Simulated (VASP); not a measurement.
# SrO (l.bA) (Fm-3m) in VASP: notebook, part 2 of 2

VASP 6.6.1. Earlier steps stand in the parts before.

### Step 4. Single point, LDA

This run uses another cell than the first one, of 16.24 Å³/atom, 0.962 times its volume.

File INCAR:

```
  PREC = Accurate
  ENCUT = 600
  EDIFF = 1E-6
  ISMEAR = 0
  SIGMA = 0.02
  LREAL = False
  LASPH = True
  NELM = 120
  ALGO = Normal
  ISIF = 2
  LWAVE = False
  LCHARG = False
  NBANDS = 15
  GGA_COMPAT = False
```

File KPOINTS:

```
Automatic mesh
0
Gamma
  8 8 8
```

File POSCAR:

```
SrO
1.0
    0.0000000000      2.5323402355      2.5323402355
    2.5323402355      0.0000000000      2.5323402355
    2.5323402355      2.5323402355      0.0000000000
Sr O
1 1
Direct
    0.0000000000      0.0000000000      0.0000000000
    0.5000000000      0.5000000000      0.5000000000
```

Potentials or basis: VASP PAW LDA potentials, release 64 (Sr_sv, O).

Started as:

```sh
$ cat potpaw_LDA.64/Sr_sv/POTCAR potpaw_LDA.64/O/POTCAR > POTCAR
$ mpirun -np 1 vasp_std > vasp.out
```

OUTCAR:

```text
PREC = Accurate
   ENCUT = 600
   EDIFF = 1E-6
   ISMEAR = 0
   LREAL = False
   LASPH = True
   NELM = 120
   ISIF = 2

 ion  position               nearest neighbor table
   1  0.000  0.000  0.000-   2 2.53   2 2.53   2 2.53   2 2.53   2 2.53   2 2.53
   2  0.500  0.500  0.500-   1 2.53   1 2.53   1 2.53   1 2.53   1 2.53   1 2.53

  LATTYP: Found a face centered cubic cell.
 ALAT       =     5.0646804710

  Lattice vectors:

 A1 = (   0.0000000000,   2.5323402355,   2.5323402355)
 A2 = (   2.5323402355,   0.0000000000,   2.5323402355)
 A3 = (   2.5323402355,   2.5323402355,   0.0000000000)

Analysis of symmetry for initial positions (statically):
=====================================================================
 Subroutine PRICEL returns:
 Original cell was already a primitive cell.

 Routine SETGRP: Setting up the symmetry group for a
 face centered cubic supercell.

 Subroutine GETGRP returns: Found 48 space group operations
 (whereof 48 operations were pure point group operations)
 out of a pool of 48 trial point group operations.

The static configuration has the point symmetry O_h .

Analysis of symmetry for dynamics (positions and initial velocities):
=====================================================================
 Subroutine PRICEL returns:
 Original cell was already a primitive cell.

 Routine SETGRP: Setting up the symmetry group for a
 face centered cubic supercell.

 Subroutine GETGRP returns: Found 48 space group operations
 (whereof 48 operations were pure point group operations)
 out of a pool of 48 trial point group operations.

The dynamic configuration has the point symmetry O_h .

 Subroutine INISYM returns: Found 48 space group operations
 (whereof 48 operations are pure point group operations),
 and found     1 'primitive' translations

----------------------------------------------------------------------------------------

                                     Primitive cell

  volume of cell :      32.4785

  direct lattice vectors                    reciprocal lattice vectors
     0.000000000  2.532340235  2.532340235    -0.197445822  0.197445822  0.197445822
     2.532340235  0.000000000  2.532340235     0.197445822 -0.197445822  0.197445822
     2.532340235  2.532340235  0.000000000     0.197445822  0.197445822 -0.197445822

  length of vectors
     3.581269906  3.581269906  3.581269906     0.341986196  0.341986196  0.341986196

  position of ions in fractional coordinates (direct lattice)
     0.000000000  0.000000000  0.000000000
     0.500000000  0.500000000  0.500000000

  ion indices of the primitive-cell ions
   primitive index   ion index
                 1           1
                 2           2

----------------------------------------------------------------------------------------

 KPOINTS: Automatic mesh

Automatic generation of k-mesh.
 Grid dimensions read from file:
 generate k-points for:    8    8    8

 Generating k-lattice:

  Cartesian coordinates                     Fractional coordinates (reciprocal lattice)
    -0.024680728  0.024680728  0.024680728     0.125000000  0.000000000  0.000000000
     0.024680728 -0.024680728  0.024680728     0.000000000  0.125000000  0.000000000
     0.024680728  0.024680728 -0.024680728     0.000000000  0.000000000  0.125000000

  Length of vectors
     0.042748274  0.042748274  0.042748274

  Shift w.r.t. Gamma in fractional coordinates (k-lattice)
     0.000000000  0.000000000  0.000000000

 Subroutine IBZKPT returns following result:
 ===========================================

 Found     29 irreducible k-points:

 Following reciprocal coordinates:
            Coordinates               Weight
  0.000000  0.000000  0.000000      1.000000
  0.125000  0.000000  0.000000      8.000000
  0.250000  0.000000  0.000000      8.000000
  0.375000  0.000000  0.000000      8.000000
  0.500000  0.000000  0.000000      4.000000
  0.125000  0.125000  0.000000      6.000000
[... 16 lines left out ...]
  0.500000  0.250000  0.125000     48.000000
 -0.375000  0.250000  0.125000     24.000000
 [... further k-points ...]
   k-points           NKPTS =     29   k-points in BZ     NKDIM =     29   number of bands    NBANDS=     15
   number of dos      NEDOS =    301   number of ions     NIONS =      2
   total plane-waves  NPLWV =  27000
   dimension x,y,z NGX =    30 NGY =   30 NGZ =   30
   dimension x,y,z NGXF=    60 NGYF=   60 NGZF=   60
   ions per type =               1   1
   NGX,Y,Z   is equivalent  to a cutoff of  13.93, 13.93, 13.93 a.u.
   NGXF,Y,Z  is equivalent  to a cutoff of  27.85, 27.85, 27.85 a.u.
 SYSTEM =  unknown system
   PREC   = accura    normal or accurate (medium, high low for compatibility)
   ISTART =      0    job   : 0-new  1-cont  2-samecut
   ICHARG =      2    charge: 1-file 2-atom 10-const
   ISPIN  =      1    spin polarized calculation?
   LNONCOLLINEAR =      F non collinear calculations
   LSORBIT =      F    spin-orbit coupling
   LASPH  =      T    aspherical Exc in radial PAW
   ENCUT  =  600.0 eV  44.10 Ry    6.64 a.u.   7.15  7.15  7.15*2*pi/ulx,y,z
   NELM   =    120;   NELMIN=  2; NELMDL= -5     # of ELM steps
   EDIFF  = 0.1E-05   stopping-criterion for ELM
   LREAL  =      F    real-space projection
   EDIFFG = 0.1E-04   stopping-criterion for IOM
   NSW    =      0    number of steps for IOM
   IBRION =     -1    ionic relax: 0-MD 1-quasi-New 2-CG
   NFREE  =      0    steps in history (QN), initial steepest desc. (CG)
   ISIF   =      2    stress and relaxation
   ISYM   =      2    0-nonsym 1-usesym 2-fastsym
   POTIM  = 0.5000    time-step for ionic-motion
   TEBEG  =    0.0;   TEEND  =   0.0 temperature during run
   PSTRESS=    0.0 pullay stress
   NELECT =      16.0000    total number of electrons
   NUPDOWN=      -1.0000    fix difference up-down
   EMIN   =  10.00;   EMAX   =-10.00  energy-range for DOS
   EFERMI =   0.00;   METHOD = LEGACY
   ISMEAR =     0;   SIGMA  =   0.02  broadening in eV -4-tet -1-fermi 0-gaus
   EFERMI_NEDOS =   21; number of points for ismear=-14 and -15
   IALGO  =     38    algorithm
   IMIX   =      4    mixing-type and parameters
     AMIX     =   0.40;   BMIX     =  1.00
     AMIX_MAG =   1.60;   BMIX_MAG =  1.00
  volume/ion in A,a.u.               =      16.24       109.59
  Fermi-wavevector in a.u.,A,eV,Ry     =   1.292953  2.443327 22.745236  1.671728
  Thomas-Fermi vector in A             =   2.424629
   LORBIT       =      0    0 simple, 1 ext, 2 COOP (PROOUT), +10 PAW based schemes
   GGA     = CA    functional components
   LHFCALC =     F    Hartree Fock is set to
   AEXX    =    0.0000 exact exchange contribution
   IVDW    =     0    specifies the selected vdW correction
   LEPSILON=     F    determine dielectric tensor
   LRPA    =     F    only Hartree local field effects (RPA)
 non-spin polarized calculation
 Gauss-broadening in eV      SIGMA  =   0.02
  energy-cutoff  :      600.00
  volume of cell :       32.48
 maximum number of plane-waves:      1106
 NGX is ok and might be reduce to    30
   NGX = 15   NGY = 15   NGZ = 15

 number of electron      15.9999999 magnetization

 Free energy of the ion-electron system (eV)
  ---------------------------------------------------
  ext. energy  EPLUGINS =         0.00000000
  ---------------------------------------------------
  free energy    TOTEN  =       -13.38882347 eV

  energy without entropy =      -13.38882347  energy(sigma->0) =      -13.38882347

 E-fermi :   1.7598     XC(G=0): -10.7424

 val. band max:        1.5692262690   @ k =   0.0000   0.0000   0.0000
 cond. band min:       4.6305424660   @ k =   0.5000   0.5000   0.0000
 fundamental gap:      3.0613161970
 Fermi energy:         1.7598084806

 k-point     1 :       0.0000    0.0000    0.0000
  band No.  band energies     occupation
      1     -30.3667      2.00000
      2     -13.2488      2.00000
      3     -12.0396      2.00000
      4     -12.0396      2.00000
      5     -12.0396      2.00000
      6       1.5692      2.00000
      7       1.5692      2.00000
      8       1.5692      2.00000
      9       5.7005      0.00000
     10       7.7676      0.00000
     11       7.7676      0.00000
     12       7.7676      0.00000
     13      10.0986      0.00000
     14      10.0986      0.00000
     15      14.2177      0.00000
[... 397 lines left out ...]
 k-point    24 :      -0.3750    0.2500    0.1250
  band No.  band energies     occupation
      1     -30.1627      2.00000
      2     -14.6139      2.00000
      3     -12.5111      2.00000
      4     -12.3167      2.00000
      5     -11.1285      2.00000
      6      -0.1097      2.00000
      7       0.6486      2.00000
      8       0.7516      2.00000
      9       7.9834      0.00000
     10       8.3514      0.00000
     11      11.2247      0.00000
     12      11.3167      0.00000
     13      13.6072      0.00000
     14      14.9074      0.00000
     15      15.2672      0.00000

 [... further k-points ...]
[... 5 lines left out ...]
  --------------------------------------------------------------------------------------
  -------------------------------------------------------------------------------------
  Total        0.1429028      0.1429028      0.1429028      0.0000000     -0.0000000      0.0000000
  in kB        7.0494482      7.0494482      7.0494482      0.0000000     -0.0000000      0.0000000
  external PRESSURE =       7.0494482 kB  Pullay stress =       0.0000000 kB

 VOLUME and BASIS-vectors are now :
 -----------------------------------------------------------------------------
  energy-cutoff  :      600.00
  volume of cell :       32.48
      direct lattice vectors                 reciprocal lattice vectors
     0.000000000  2.532340235  2.532340235    -0.197445822  0.197445822  0.197445822
     2.532340235  0.000000000  2.532340235     0.197445822 -0.197445822  0.197445822
     2.532340235  2.532340235  0.000000000     0.197445822  0.197445822 -0.197445822

 POSITION                                       TOTAL-FORCE (eV/Angst)
 -----------------------------------------------------------------------------------
      0.00000      0.00000      0.00000         0.000000     -0.000000     -0.000000
      2.53234      2.53234      2.53234        -0.000000      0.000000      0.000000
 -----------------------------------------------------------------------------------
    total drift:                                0.000000      0.000000      0.000000

  FREE ENERGIE OF THE ION-ELECTRON SYSTEM (eV)
  ---------------------------------------------------
  free  energy   TOTEN  =       -13.3888234664 eV

  energy  without entropy=      -13.3888234664  energy(sigma->0) =      -13.38882347
```

Run time: 8.8 s. Hardware: 1 thread of Intel Xeon 6975P-C (Granite Rapids), shared host; peak memory 0.16 GiB.

What came out:

```yaml
Free_energy: -13.3888 eV
Pressure: 0.7 GPa
Band_gap_on_the_k_mesh: 3.06 eV, indirect (least direct gap 3.11 eV)
```

A k mesh can miss the band edges. LDA gaps usually lie below the measured ones, often by a third to a half.
